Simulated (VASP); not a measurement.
# Se (R-3m) in VASP: settings compared

Aim: see how the results for Se move with the level of theory and the settings. Levels: revPBE, r2SCAN. Tasks: single point.

Program: VASP 6.6.1. These are calculated values, not measurements. Logs are shortened: lines on timing, memory, paths and dates and some standing lists are left out, and cuts for length are marked.

### 1 The cell of the first run

It takes space group R-3m (No. 166, trigonal). The conventional cell has a = 3.850 Å, b = 3.850 Å, c = 2.645 Å, α = 90.00°, β = 90.00°, γ = 120.00°. Within 3.2 Å of Se (site symmetry -3m) lie 14 Se at 2.39 to 2.84 Å.

### 2 Single point, revPBE

INCAR reads:

```
PREC     = Accurate       # precision mode
ENCUT    = 520            # plane-wave cutoff, eV
EDIFF    = 1E-6           # SCF threshold, eV
ISMEAR   = -1             # smearing method
SIGMA    = 0.1            # smearing width, eV
LREAL    = F              # projectors in reciprocal space
LASPH    = T              # aspherical terms in the spheres
NELM     = 80             # most SCF steps
ALGO     = Normal         # electronic algorithm
ISIF     = 2              # what is computed and relaxed
LWAVE    = F              # write WAVECAR
LCHARG   = F              # write CHGCAR
GGA      = RE             # functional
NBANDS   = 9              # bands
```

KPOINTS reads:

```
regular mesh
0
Gamma
  12 12 12
```

POSCAR reads:

```
Se
1.0
    2.3912690000      0.0000000000      0.0000000000
   -0.7080256539      2.2840462132      0.0000000000
   -0.7080256539     -0.9607424365      2.0721585544
Se
1
Direct
    0.0000000000      0.0000000000      0.0000000000
```

Potentials or basis: VASP PAW PBE potentials, release 64 (Se).

Started as:

```sh
$ cat potpaw_PBE.64/Se/POTCAR > POTCAR
$ mpirun -np 1 vasp_std > vasp.out
```

OUTCAR:

```text
PREC = Accurate
   ENCUT = 520
   EDIFF = 1E-6
   ISMEAR = -1
   LREAL = F
   LASPH = T
   NELM = 80
   ISIF = 2
   GGA = RE

 ion  position               nearest neighbor table
   1  0.000  0.000  0.000-

  LATTYP: Found a trigonal (rhomboedric) cell.
 ALAT       =     2.3912690000
 COS(alpha) =    -0.2960878320

  Lattice vectors:

 A1 = (   2.3912690000,   0.0000000000,   0.0000000000)
 A2 = (  -0.7080256539,   2.2840462132,   0.0000000000)
 A3 = (  -0.7080256539,  -0.9607424365,   2.0721585544)

Analysis of symmetry for initial positions (statically):
=====================================================================
 Subroutine PRICEL returns:
 Original cell was already a primitive cell.

 Routine SETGRP: Setting up the symmetry group for a
 trigonal (rhombohedral) supercell.

 Subroutine GETGRP returns: Found 12 space group operations
 (whereof 12 operations were pure point group operations)
 out of a pool of 12 trial point group operations.

The static configuration has the point symmetry D_3d.

Analysis of symmetry for dynamics (positions and initial velocities):
=====================================================================
 Subroutine PRICEL returns:
 Original cell was already a primitive cell.

 Routine SETGRP: Setting up the symmetry group for a
 trigonal (rhombohedral) supercell.

 Subroutine GETGRP returns: Found 12 space group operations
 (whereof 12 operations were pure point group operations)
 out of a pool of 12 trial point group operations.

The dynamic configuration has the point symmetry D_3d.

 Subroutine INISYM returns: Found 12 space group operations
 (whereof 12 operations are pure point group operations),
 and found     1 'primitive' translations

----------------------------------------------------------------------------------------

                                     Primitive cell

  volume of cell :      11.3177

  direct lattice vectors                    reciprocal lattice vectors
     2.391269000  0.000000000  0.000000000     0.418188000  0.129633030  0.202992085
    -0.708025654  2.284046213  0.000000000     0.000000000  0.437819513  0.202992085
    -0.708025654 -0.960742437  2.072158554     0.000000000  0.000000000  0.482588554

  length of vectors
     2.391269000  2.391269000  2.391269000     0.482588554  0.482588554  0.482588554

  position of ions in fractional coordinates (direct lattice)
     0.000000000  0.000000000  0.000000000

  ion indices of the primitive-cell ions
   primitive index   ion index
                 1           1

----------------------------------------------------------------------------------------

 KPOINTS: regular mesh

Automatic generation of k-mesh.
 Grid dimensions read from file:
 generate k-points for:   12   12   12

 Generating k-lattice:

  Cartesian coordinates                     Fractional coordinates (reciprocal lattice)
     0.034849000  0.010802753  0.016916007     0.083333333  0.000000000  0.000000000
     0.000000000  0.036484959  0.016916007     0.000000000  0.083333333  0.000000000
     0.000000000  0.000000000  0.040215713     0.000000000  0.000000000  0.083333333

  Length of vectors
     0.040215713  0.040215713  0.040215713

  Shift w.r.t. Gamma in fractional coordinates (k-lattice)
     0.000000000  0.000000000  0.000000000

 Subroutine IBZKPT returns following result:
 ===========================================

 Found    189 irreducible k-points:

 Following reciprocal coordinates:
            Coordinates               Weight
  0.000000  0.000000  0.000000      1.000000
  0.083333  0.000000  0.000000      6.000000
  0.166667  0.000000  0.000000      6.000000
  0.250000 -0.000000  0.000000      6.000000
  0.333333  0.000000  0.000000      6.000000
  0.416667 -0.000000  0.000000      6.000000
[... 16 lines left out ...]
  0.500000  0.166667 -0.000000     12.000000
 -0.416667  0.166667  0.000000     12.000000
 [... further k-points ...]
   k-points           NKPTS =    189   k-points in BZ     NKDIM =    189   number of bands    NBANDS=      9
   number of dos      NEDOS =    301   number of ions     NIONS =      1
   total plane-waves  NPLWV =   5832
   dimension x,y,z NGX =    18 NGY =   18 NGZ =   18
   dimension x,y,z NGXF=    36 NGYF=   36 NGZF=   36
   ions per type =               1
   NGX,Y,Z   is equivalent  to a cutoff of  12.51, 12.51, 12.51 a.u.
   NGXF,Y,Z  is equivalent  to a cutoff of  25.03, 25.03, 25.03 a.u.
 SYSTEM =  unknown system
   PREC   = accura    normal or accurate (medium, high low for compatibility)
   ISTART =      0    job   : 0-new  1-cont  2-samecut
   ICHARG =      2    charge: 1-file 2-atom 10-const
   ISPIN  =      1    spin polarized calculation?
   LNONCOLLINEAR =      F non collinear calculations
   LSORBIT =      F    spin-orbit coupling
   LASPH  =      T    aspherical Exc in radial PAW
   ENCUT  =  520.0 eV  38.22 Ry    6.18 a.u.   4.45  4.45  4.45*2*pi/ulx,y,z
   NELM   =     80;   NELMIN=  2; NELMDL= -5     # of ELM steps
   EDIFF  = 0.1E-05   stopping-criterion for ELM
   LREAL  =      F    real-space projection
   EDIFFG = 0.1E-04   stopping-criterion for IOM
   NSW    =      0    number of steps for IOM
   IBRION =     -1    ionic relax: 0-MD 1-quasi-New 2-CG
   NFREE  =      0    steps in history (QN), initial steepest desc. (CG)
   ISIF   =      2    stress and relaxation
   ISYM   =      2    0-nonsym 1-usesym 2-fastsym
   POTIM  = 0.5000    time-step for ionic-motion
   TEBEG  =    0.0;   TEEND  =   0.0 temperature during run
   PSTRESS=    0.0 pullay stress
   NELECT =       6.0000    total number of electrons
   NUPDOWN=      -1.0000    fix difference up-down
   EMIN   =  10.00;   EMAX   =-10.00  energy-range for DOS
   EFERMI =   0.00;   METHOD = LEGACY
   ISMEAR =    -1;   SIGMA  =   0.10  broadening in eV -4-tet -1-fermi 0-gaus
   EFERMI_NEDOS =   21; number of points for ismear=-14 and -15
   IALGO  =     38    algorithm
   IMIX   =      4    mixing-type and parameters
     AMIX     =   0.40;   BMIX     =  1.00
     AMIX_MAG =   1.60;   BMIX_MAG =  1.00
  volume/ion in A,a.u.               =      11.32        76.38
  Fermi-wavevector in a.u.,A,eV,Ry     =   1.324971  2.503833 23.885694  1.755549
  Thomas-Fermi vector in A             =   2.454467
   LORBIT       =      0    0 simple, 1 ext, 2 COOP (PROOUT), +10 PAW based schemes
   GGA     = RE    functional components
   LHFCALC =     F    Hartree Fock is set to
   AEXX    =    0.0000 exact exchange contribution
   IVDW    =     0    specifies the selected vdW correction
   LEPSILON=     F    determine dielectric tensor
   LRPA    =     F    only Hartree local field effects (RPA)
 non-spin polarized calculation
  energy-cutoff  :      520.00
  volume of cell :       11.32
 maximum number of plane-waves:       314
 NGX is ok and might be reduce to    18
   NGX =  9   NGY =  9   NGZ =  9

 number of electron       6.0000000 magnetization

 Free energy of the ion-electron system (eV)
  ---------------------------------------------------
  ext. energy  EPLUGINS =         0.00000000
  ---------------------------------------------------
  free energy    TOTEN  =         0.18743187 eV

  energy without entropy =        0.20397618  energy(sigma->0) =        0.19570403

 E-fermi :  14.9884     XC(G=0): -13.4362

 val. band max:       14.9642007752   @ k =   0.1667   0.0833   0.0833
 cond. band min:      15.0062817093   @ k =  -0.2500   0.2500   0.2500
 fundamental gap:      0.0420809340
 Fermi energy:        14.9883719662

 k-point     1 :       0.0000    0.0000    0.0000
  band No.  band energies     occupation
      1      -8.7177      2.00000
      2      20.4821      0.00000
      3      22.7619      0.00000
      4      22.7619      0.00000
      5      27.2930      0.00000
      6      27.2930      0.00000
      7      29.7576      0.00000
      8      33.4219      0.00000
      9      33.4228      0.00000

 k-point     2 :       0.0833    0.0000    0.0000
  band No.  band energies     occupation
      1      -8.4784      2.00000
      2      18.9454      0.00000
      3      21.1472      0.00000
      4      22.3714      0.00000
      5      27.0814      0.00000
      6      28.4826      0.00000
      7      30.1373      0.00000
      8      32.6700      0.00000
      9      32.7533      0.00000

 k-point     3 :       0.1667    0.0000    0.0000
  band No.  band energies     occupation
      1      -7.7618      2.00000
      2      15.0508      0.69760
      3      19.6562      0.00000
      4      21.5351      0.00000
      5      26.1432      0.00000
      6      27.5219      0.00000
      7      32.4937      0.00000
      8      32.5227      0.00000
      9      33.9580      0.00000

 k-point     4 :       0.2500   -0.0000    0.0000
  band No.  band energies     occupation
      1      -6.5734      2.00000
      2      10.8955      2.00000
      3      18.4095      0.00000
      4      20.6915      0.00000
      5      24.8110      0.00000
      6      26.1119      0.00000
      7      33.4652      0.00000
      8      35.4182      0.00000
      9      35.6888      0.00000
[... 205 lines left out ...]
 k-point    22 :       0.4167    0.1667   -0.0000
  band No.  band energies     occupation
      1      -0.7876      2.00000
      2       2.5869      2.00000
      3      11.5776      2.00000
      4      17.6580      0.00000
      5      25.3101      0.00000
      6      30.2528      0.00000
      7      34.8344      0.00000
      8      36.0477      0.00000
      9      42.4339      0.00000

 k-point    23 :       0.5000    0.1667   -0.0000
  band No.  band energies     occupation
      1      -1.8027      2.00000
      2       3.8464      2.00000
      3      12.2164      2.00000
      4      18.1192      0.00000
      5      25.0757      0.00000
      6      29.6704      0.00000
      7      33.8532      0.00000
      8      35.9980      0.00000
      9      39.7044      0.00000

 k-point    24 :      -0.4167    0.1667    0.0000
  band No.  band energies     occupation
      1      -3.8219      2.00000
      2       6.9744      2.00000
      3      13.3361      2.00000
      4      18.9303      0.00000
      5      25.2009      0.00000
      6      28.7041      0.00000
      7      32.5439      0.00000
      8      33.6215      0.00000
      9      39.3775      0.00000

 [... further k-points ...]
[... 5 lines left out ...]
  --------------------------------------------------------------------------------------
  -------------------------------------------------------------------------------------
  Total       11.6298874     11.5802079     11.4223239     -0.0801314     -0.1702645     -0.1254776
  in kB     1646.3788863   1639.3460404   1616.9952748    -11.3437594    -24.1034060    -17.7631685
  external PRESSURE =    1634.2400672 kB  Pullay stress =       0.0000000 kB

 VOLUME and BASIS-vectors are now :
 -----------------------------------------------------------------------------
  energy-cutoff  :      520.00
  volume of cell :       11.32
      direct lattice vectors                 reciprocal lattice vectors
     2.391269000  0.000000000  0.000000000     0.418188000  0.129633030  0.202992085
    -0.708025654  2.284046213  0.000000000     0.000000000  0.437819513  0.202992085
    -0.708025654 -0.960742437  2.072158554     0.000000000  0.000000000  0.482588554

 POSITION                                       TOTAL-FORCE (eV/Angst)
 -----------------------------------------------------------------------------------
      0.00000      0.00000      0.00000         0.000000     -0.000000      0.000000
 -----------------------------------------------------------------------------------
    total drift:                               -0.000000     -0.000000     -0.000000

  FREE ENERGIE OF THE ION-ELECTRON SYSTEM (eV)
  ---------------------------------------------------
  free  energy   TOTEN  =         0.1874318741 eV

  energy  without entropy=        0.2039761815  energy(sigma->0) =        0.19570403
```

It took 16 s on 1 thread of AMD EPYC 7R43 (Zen 3), shared host; peak memory 0.1 GiB.

What came out:

* Free energy: 0.1874 eV
* Pressure: 163.4 GPa
* Band gap on the k mesh: zero (band 3 reaches 22.76 eV, above the bottom of band 4 at 7.09 eV)

Stress tensor (GPa, compression positive):
```
164.64  -1.13  -1.78
 -1.13 163.93  -2.41
 -1.78  -2.41 161.70
```

Levels at points of the mesh, in eV from the Fermi level:
| k point | band 1 | band 2 | band 3 | band 4 | band 5 | band 6 | band 7 | band 8 |
| --- | --- | --- | --- | --- | --- | --- | --- | --- |
| (0.00, 0.00, 0.00) | -23.71 | 5.49 | 7.77 | 7.77 | 12.30 | 12.30 | 14.77 | 18.43 |
| (0.50, 0.00, 0.00) | -16.42 | -13.30 | 1.64 | 4.53 | 7.62 | 9.16 | 23.68 | 25.35 |
| (0.50, 0.50, 0.00) | -14.45 | -12.76 | -1.51 | 4.75 | 4.80 | 9.58 | 20.61 | 21.96 |
| (0.50, 0.50, 0.50) | -7.77 | -6.89 | -6.89 | -4.98 | 0.47 | 0.47 | 24.70 | 24.83 |

Caveat: the PAW data sets were made with another functional, which shifts forces and pressure a little.

### 3 Single point, r2SCAN

POSCAR is that of step 2.

INCAR.step1 reads:

```
SYSTEM = Se
PREC     = Accurate       ! precision mode
ENCUT    = 520            ! plane-wave cutoff, eV
ISMEAR   = -1             ! smearing method
SIGMA    = 0.1            ! smearing width, eV
LREAL    = .False.        ! projectors in reciprocal space
LASPH    = .True.         ! aspherical terms in the spheres
NELM     = 80             ! most SCF steps
NBANDS   = 9              ! bands
GGA      = PE             ! functional
ALGO     = Normal         ! electronic algorithm
EDIFF    = 1E-4           ! SCF threshold, eV
LWAVE    = .True.         ! write WAVECAR
LCHARG   = .False.        ! write CHGCAR
```

INCAR.step2 reads:

```
SYSTEM = Se
PREC     = Accurate       ! precision mode
ENCUT    = 520            ! plane-wave cutoff, eV
EDIFF    = 1E-6           ! SCF threshold, eV
ISMEAR   = -1             ! smearing method
SIGMA    = 0.1            ! smearing width, eV
LREAL    = .False.        ! projectors in reciprocal space
LASPH    = .True.         ! aspherical terms in the spheres
NELM     = 80             ! most SCF steps
ALGO     = Normal         ! electronic algorithm
ISIF     = 2              ! what is computed and relaxed
LWAVE    = .False.        ! write WAVECAR
LCHARG   = .True.         ! write CHGCAR
METAGGA  = R2SCAN         ! meta-GGA
LMIXTAU  = .True.       
LELF     = .True.         ! ELF
LVHAR    = .True.       
NBANDS   = 9              ! bands
ISTART   = 1
```

KPOINTS reads:

```
Automatic mesh
0
Gamma
  12 12 12
  0 0 0
```

Potentials or basis: VASP PAW PBE potentials, release 64 (Se).

Started as:

```sh
$ cat potpaw_PBE.64/Se/POTCAR > POTCAR
$ cp INCAR.step1 INCAR
$ mpirun -np 1 vasp_std > vasp.out
$ cp INCAR.step2 INCAR
$ mpirun -np 1 vasp_std > vasp.out
```

It took 79 s on 1 thread of AMD EPYC 7R43 (Zen 3), shared host; peak memory 0.1 GiB.

It converged, with:

```yaml
Free_energy: -10.9199 eV
Pressure: 162.8 GPa
Band_gap_on_the_k_mesh: zero (band 3 reaches 22.95 eV, above the bottom of band 4 at 6.64 eV)
```

Stress tensor (GPa, compression positive):
```
163.02  -0.18  -0.28
 -0.18 162.91  -0.38
 -0.28  -0.38 162.56
```

Levels at points of the mesh, in eV from the Fermi level:
| k point | band 1 | band 2 | band 3 | band 4 | band 5 | band 6 | band 7 |
| --- | --- | --- | --- | --- | --- | --- | --- |
| (0.00, 0.00, 0.00) | -24.74 | 5.62 | 8.10 | 8.10 | 12.78 | 12.78 | 15.46 |
| (0.50, 0.00, 0.00) | -17.14 | -13.84 | 1.60 | 4.86 | 7.97 | 9.87 | 25.08 |
| (0.50, 0.50, 0.00) | -15.06 | -13.30 | -1.69 | 5.08 | 5.18 | 10.14 | 21.94 |
| (0.50, 0.50, 0.50) | -7.98 | -7.32 | -7.32 | -5.31 | 0.84 | 0.84 | 25.79 |

Caveat: the PAW data sets were made with another functional, which shifts forces and pressure a little.
